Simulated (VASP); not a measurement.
# Be3Al3V (Pm-3m) in VASP: single point with PBE

Aim: the single point of Be3Al3V with PBE.

Everything below comes from runs of VASP 6.6.1. Logs are shortened: lines on timing, memory, paths and dates and some standing lists are left out, and cuts for length are marked.

### 1 The cell of the first run

Symmetry: Pm-3m, No. 221, cubic system. Conventional cell: a = 4.423 Å, b = 4.423 Å, c = 4.423 Å, α = 90.00°, β = 90.00°, γ = 90.00°. Be (site symmetry 4/mmm) has 4 Al at 2.21 Å within 2.9 Å. Al (site symmetry 4/mmm) has 4 Be at 2.21 Å and 2 V at 2.21 Å within 2.9 Å. Within 2.9 Å of V (site symmetry m-3m) lie 6 Al at 2.21 Å.

The cell was built from a structure type or drawn by symmetry, and may not be a known phase.

### 2 Single point, PBE, collinear spin, ferromagnetic start

Input file INCAR:

```
  PREC = Accurate
  ENCUT = 520
  EDIFF = 1E-6
  ISMEAR = 0
  SIGMA = 0.1
  LREAL = False
  LASPH = True
  NELM = 150
  ALGO = Fast
  ISIF = 2
  LWAVE = False
  LCHARG = True
  ISPIN = 2
  MAGMOM = 0 0 0 0 0 0 2
  LORBIT = 11
  LMAXMIX = 4
  GGA = PE
  LELF = True
  LVHAR = True
  NBANDS = 27
```

Input file KPOINTS:

```
regular mesh
0
Gamma
  4 4 4
```

Input file POSCAR:

```
Be3Al3V
1.0
    4.4225622600      0.0000000000      0.0000000000
    0.0000000000      4.4225622600      0.0000000000
    0.0000000000      0.0000000000      4.4225622600
Be Al V
3 3 1
Direct
    0.0000000000      0.5000000000      0.5000000000
    0.5000000000      0.0000000000      0.5000000000
    0.5000000000      0.5000000000      0.0000000000
    0.5000000000      0.0000000000      0.0000000000
    0.0000000000      0.5000000000      0.0000000000
    0.0000000000      0.0000000000      0.5000000000
    0.0000000000      0.0000000000      0.0000000000
```

Potentials or basis: VASP PAW PBE potentials, release 64 (Be, Al, V_sv).

Command:

```console
cat potpaw_PBE.64/Be/POTCAR potpaw_PBE.64/Al/POTCAR potpaw_PBE.64/V_sv/POTCAR > POTCAR
mpirun -np 1 vasp_std > vasp.out
```

OUTCAR:

```text
PREC = Accurate
   ENCUT = 520
   EDIFF = 1E-6
   ISMEAR = 0
   LREAL = False
   LASPH = True
   NELM = 150
   ISIF = 2
   ISPIN = 2
   LORBIT = 11
   GGA = PE

 ion  position               nearest neighbor table
   1  0.000  0.500  0.500-   5 2.21   6 2.21   5 2.21   6 2.21
   2  0.500  0.000  0.500-   4 2.21   6 2.21   4 2.21   6 2.21
   3  0.500  0.500  0.000-   4 2.21   5 2.21   4 2.21   5 2.21
   4  0.500  0.000  0.000-   2 2.21   3 2.21   7 2.21   2 2.21   3 2.21   7 2.21   6 3.13   5 3.13
                             5 3.13   5 3.13   6 3.13   6 3.13   6 3.13   5 3.13
   5  0.000  0.500  0.000-   1 2.21   3 2.21   7 2.21   1 2.21   7 2.21   3 2.21   6 3.13   4 3.13
                             6 3.13   4 3.13   6 3.13   6 3.13   4 3.13   4 3.13
   6  0.000  0.000  0.500-   1 2.21   2 2.21   7 2.21   7 2.21   1 2.21   2 2.21   5 3.13   5 3.13
                             4 3.13   5 3.13   5 3.13   4 3.13   4 3.13   4 3.13
   7  0.000  0.000  0.000-   4 2.21   5 2.21   6 2.21   6 2.21   5 2.21   4 2.21

  LATTYP: Found a simple cubic cell.
 ALAT       =     4.4225622600

  Lattice vectors:

 A1 = (   4.4225622600,   0.0000000000,   0.0000000000)
 A2 = (   0.0000000000,   4.4225622600,   0.0000000000)
 A3 = (   0.0000000000,   0.0000000000,   4.4225622600)

Analysis of symmetry for initial positions (statically):
=====================================================================
 Subroutine PRICEL returns:
 Original cell was already a primitive cell.

 Routine SETGRP: Setting up the symmetry group for a
 simple cubic supercell.

 Subroutine GETGRP returns: Found 48 space group operations
 (whereof 48 operations were pure point group operations)
 out of a pool of 48 trial point group operations.

The static configuration has the point symmetry O_h .

Analysis of symmetry for dynamics (positions and initial velocities):
=====================================================================
 Subroutine PRICEL returns:
 Original cell was already a primitive cell.

 Routine SETGRP: Setting up the symmetry group for a
 simple cubic supercell.

 Subroutine GETGRP returns: Found 48 space group operations
 (whereof 48 operations were pure point group operations)
 out of a pool of 48 trial point group operations.

The dynamic configuration has the point symmetry O_h .

Analysis of structural, dynamic, and magnetic symmetry:
=====================================================================
 Subroutine PRICEL returns:
 Original cell was already a primitive cell.

 Routine SETGRP: Setting up the symmetry group for a
 simple cubic supercell.

 Subroutine GETGRP returns: Found 48 space group operations
 (whereof 48 operations were pure point group operations)
 out of a pool of 48 trial point group operations.

The overall configuration has the point symmetry O_h .

 Subroutine INISYM returns: Found 48 space group operations
 (whereof 48 operations are pure point group operations),
 and found     1 'primitive' translations

----------------------------------------------------------------------------------------

                                     Primitive cell

  volume of cell :      86.5011

  direct lattice vectors                    reciprocal lattice vectors
     4.422562260  0.000000000  0.000000000     0.226113267  0.000000000  0.000000000
     0.000000000  4.422562260  0.000000000     0.000000000  0.226113267  0.000000000
     0.000000000  0.000000000  4.422562260     0.000000000  0.000000000  0.226113267

  length of vectors
     4.422562260  4.422562260  4.422562260     0.226113267  0.226113267  0.226113267

  position of ions in fractional coordinates (direct lattice)
     0.000000000  0.500000000  0.500000000
     0.500000000  0.000000000  0.500000000
     0.500000000  0.500000000  0.000000000
     0.500000000  0.000000000  0.000000000
     0.000000000  0.500000000  0.000000000
     0.000000000  0.000000000  0.500000000
     0.000000000  0.000000000  0.000000000

  ion indices of the primitive-cell ions
   primitive index   ion index
                 1           1
                 2           2
                 3           3
                 4           4
                 5           5
[... 43 lines left out ...]
   total plane-waves  NPLWV =  46656
   dimension x,y,z NGX =    36 NGY =   36 NGZ =   36
   dimension x,y,z NGXF=    72 NGYF=   72 NGZF=   72
   ions per type =               3   3   1
   NGX,Y,Z   is equivalent  to a cutoff of  13.53, 13.53, 13.53 a.u.
   NGXF,Y,Z  is equivalent  to a cutoff of  27.07, 27.07, 27.07 a.u.
 SYSTEM =  unknown system
   PREC   = accura    normal or accurate (medium, high low for compatibility)
   ISTART =      0    job   : 0-new  1-cont  2-samecut
   ICHARG =      2    charge: 1-file 2-atom 10-const
   ISPIN  =      2    spin polarized calculation?
   LNONCOLLINEAR =      F non collinear calculations
   LSORBIT =      F    spin-orbit coupling
   LASPH  =      T    aspherical Exc in radial PAW
   ENCUT  =  520.0 eV  38.22 Ry    6.18 a.u.   8.22  8.22  8.22*2*pi/ulx,y,z
   NELM   =    150;   NELMIN=  2; NELMDL= -5     # of ELM steps
   EDIFF  = 0.1E-05   stopping-criterion for ELM
   LREAL  =      F    real-space projection
   EDIFFG = 0.1E-04   stopping-criterion for IOM
   NSW    =      0    number of steps for IOM
   IBRION =     -1    ionic relax: 0-MD 1-quasi-New 2-CG
   NFREE  =      0    steps in history (QN), initial steepest desc. (CG)
   ISIF   =      2    stress and relaxation
   ISYM   =      2    0-nonsym 1-usesym 2-fastsym
   POTIM  = 0.5000    time-step for ionic-motion
   TEBEG  =    0.0;   TEEND  =   0.0 temperature during run
   PSTRESS=    0.0 pullay stress
   NELECT =      28.0000    total number of electrons
   NUPDOWN=      -1.0000    fix difference up-down
   EMIN   =  10.00;   EMAX   =-10.00  energy-range for DOS
   EFERMI =   0.00;   METHOD = LEGACY
   ISMEAR =     0;   SIGMA  =   0.10  broadening in eV -4-tet -1-fermi 0-gaus
   EFERMI_NEDOS =   21; number of points for ismear=-14 and -15
   IALGO  =     68    algorithm
   IMIX   =      4    mixing-type and parameters
     AMIX     =   0.40;   BMIX     =  1.00
     AMIX_MAG =   1.60;   BMIX_MAG =  1.00
  volume/ion in A,a.u.               =      12.36        83.39
  Fermi-wavevector in a.u.,A,eV,Ry     =   1.124053  2.124153 17.190903  1.263496
  Thomas-Fermi vector in A             =   2.260723
   LORBIT       =     11    0 simple, 1 ext, 2 COOP (PROOUT), +10 PAW based schemes
   GGA     = PE    functional components
   LHFCALC =     F    Hartree Fock is set to
   AEXX    =    0.0000 exact exchange contribution
   IVDW    =     0    specifies the selected vdW correction
   LEPSILON=     F    determine dielectric tensor
   LRPA    =     F    only Hartree local field effects (RPA)
 spin polarized calculation
 RMM-DIIS sequential band-by-band and
 Gauss-broadening in eV      SIGMA  =   0.10
  energy-cutoff  :      520.00
  volume of cell :       86.50
 maximum number of plane-waves:      2360
 NGX is ok and might be reduce to    36
   NGX = 17   NGY = 17   NGZ = 17

 number of electron      28.0000013 magnetization       0.0014660

 number of electron      28.0000013 magnetization      -0.0001682

 Free energy of the ion-electron system (eV)
  ---------------------------------------------------
  ext. energy  EPLUGINS =         0.00000000
  ---------------------------------------------------
  free energy    TOTEN  =       -22.39818452 eV

  energy without entropy =      -22.38869938  energy(sigma->0) =      -22.39344195

 E-fermi :   7.8072     XC(G=0): -10.5487

 val. band max:        7.7378787843   @ k =   0.0000   0.0000   0.0000
 cond. band min:       7.9514388288   @ k =   0.2500   0.2500   0.0000
 fundamental gap:      0.2135600445
 Fermi energy:         7.8071559766

 spin component 1

 k-point     1 :       0.0000    0.0000    0.0000
  band No.  band energies     occupation
      1     -55.7188      1.00000
      2     -29.7553      1.00000
      3     -29.7553      1.00000
      4     -29.7553      1.00000
      5      -2.7082      1.00000
      6       2.9656      1.00000
[... 279 lines left out ...]
     25      15.0097      0.00000
     26      16.1128      0.00000
 Fermi energy:         7.8071559766

 spin component 2

 k-point     1 :       0.0000    0.0000    0.0000
  band No.  band energies     occupation
      1     -55.7187      1.00000
      2     -29.7552      1.00000
      3     -29.7552      1.00000
      4     -29.7552      1.00000
      5      -2.7083      1.00000
      6       2.9656      1.00000
[... 279 lines left out ...]
     25      15.0096      0.00000
     26      16.1128      0.00000
 [bands above 26 left out]

------------------------ aborting loop because EDIFF is reached ----------------------------------------

  FORCE on cell =-STRESS in cart. coord.  units (eV):
  Direction    XX          YY          ZZ          XY          YZ          ZX
  --------------------------------------------------------------------------------------
  -------------------------------------------------------------------------------------
  Total       18.6009912     18.6009912     18.6009912     -0.0000000     -0.0000000      0.0000000
  in kB      344.5282215    344.5282215    344.5282215     -0.0000000     -0.0000000      0.0000000
  external PRESSURE =     344.5282215 kB  Pullay stress =       0.0000000 kB

 VOLUME and BASIS-vectors are now :
 -----------------------------------------------------------------------------
  energy-cutoff  :      520.00
  volume of cell :       86.50
      direct lattice vectors                 reciprocal lattice vectors
     4.422562260  0.000000000  0.000000000     0.226113267  0.000000000  0.000000000
     0.000000000  4.422562260  0.000000000     0.000000000  0.226113267  0.000000000
     0.000000000  0.000000000  4.422562260     0.000000000  0.000000000  0.226113267

 POSITION                                       TOTAL-FORCE (eV/Angst)
 -----------------------------------------------------------------------------------
      0.00000      2.21128      2.21128         0.000000      0.000000      0.000000
      2.21128      0.00000      2.21128         0.000000      0.000000      0.000000
      2.21128      2.21128      0.00000         0.000000      0.000000      0.000000
      2.21128      0.00000      0.00000         0.000000      0.000000      0.000000
      0.00000      2.21128      0.00000         0.000000      0.000000      0.000000
      0.00000      0.00000      2.21128         0.000000      0.000000      0.000000
      0.00000      0.00000      0.00000         0.000000      0.000000      0.000000
 -----------------------------------------------------------------------------------
    total drift:                                0.000000     -0.000000     -0.000000

  FREE ENERGIE OF THE ION-ELECTRON SYSTEM (eV)
  ---------------------------------------------------
  free  energy   TOTEN  =       -22.3981845196 eV

  energy  without entropy=      -22.3886993815  energy(sigma->0) =      -22.39344195

 total charge

# of ion       s       p       d       tot
------------------------------------------
    1        0.456   0.588   0.000   1.045
    2        0.456   0.588   0.000   1.045
    3        0.456   0.588   0.000   1.045
    4        0.475   0.520   0.000   0.995
    5        0.475   0.520   0.000   0.995
    6        0.475   0.520   0.000   0.995
    7        2.335   6.238   3.691  12.264
--------------------------------------------------
tot          5.129   9.561   3.691  18.382

 magnetization (x)

# of ion       s       p       d       tot
------------------------------------------
    1       -0.000  -0.000   0.000  -0.000
    2       -0.000  -0.000   0.000  -0.000
    3       -0.000  -0.000   0.000  -0.000
    4       -0.000  -0.000   0.000  -0.000
    5       -0.000  -0.000   0.000  -0.000
    6       -0.000  -0.000   0.000  -0.000
    7        0.000   0.000   0.000   0.000
--------------------------------------------------
tot         -0.000  -0.000   0.000  -0.000
```

Wall time 75 s (1 thread of Intel Xeon 8259CL, shared host); peak memory 0.26 GiB.

What came out:

| Property | Result |
| --- | --- |
| Free energy | -22.3982 eV |
| Pressure | 34.5 GPa |
| Band gap on the k mesh | zero (filled and empty bands touch) |
| Net moment | 0.00 μB per cell |
| Valence electrons inside the program's atomic spheres | Be 1.04; Al 0.99; V 12.26 |

Levels at points of the mesh, in eV from the Fermi level:
Spin up:
| k point | band 11 | band 12 | band 13 | band 14 | band 15 | band 16 | band 17 | band 18 |
| --- | --- | --- | --- | --- | --- | --- | --- | --- |
| (0.00, 0.00, 0.00) | -0.96 | -0.96 | -0.96 | -0.07 | -0.07 | -0.07 | 0.35 | 0.81 |
| (0.50, 0.00, 0.00) | -2.76 | -1.90 | -1.84 | -0.84 | 0.32 | 1.15 | 1.68 | 1.68 |
| (0.50, 0.50, 0.00) | -1.99 | -1.44 | -0.23 | -0.23 | 0.23 | 0.31 | 0.80 | 2.08 |
| (0.50, 0.50, 0.50) | -4.08 | -3.28 | -1.23 | -1.23 | 1.41 | 1.41 | 1.41 | 3.31 |
Spin down:
| k point | band 11 | band 12 | band 13 | band 14 | band 15 | band 16 | band 17 | band 18 |
| --- | --- | --- | --- | --- | --- | --- | --- | --- |
| (0.00, 0.00, 0.00) | -0.96 | -0.96 | -0.96 | -0.07 | -0.07 | -0.07 | 0.35 | 0.81 |
| (0.50, 0.00, 0.00) | -2.76 | -1.90 | -1.84 | -0.84 | 0.32 | 1.15 | 1.68 | 1.68 |
| (0.50, 0.50, 0.00) | -1.99 | -1.44 | -0.23 | -0.23 | 0.23 | 0.31 | 0.80 | 2.08 |
| (0.50, 0.50, 0.50) | -4.08 | -3.28 | -1.23 | -1.23 | 1.41 | 1.41 | 1.41 | 3.31 |

Caveat: the cell stands under pressure.
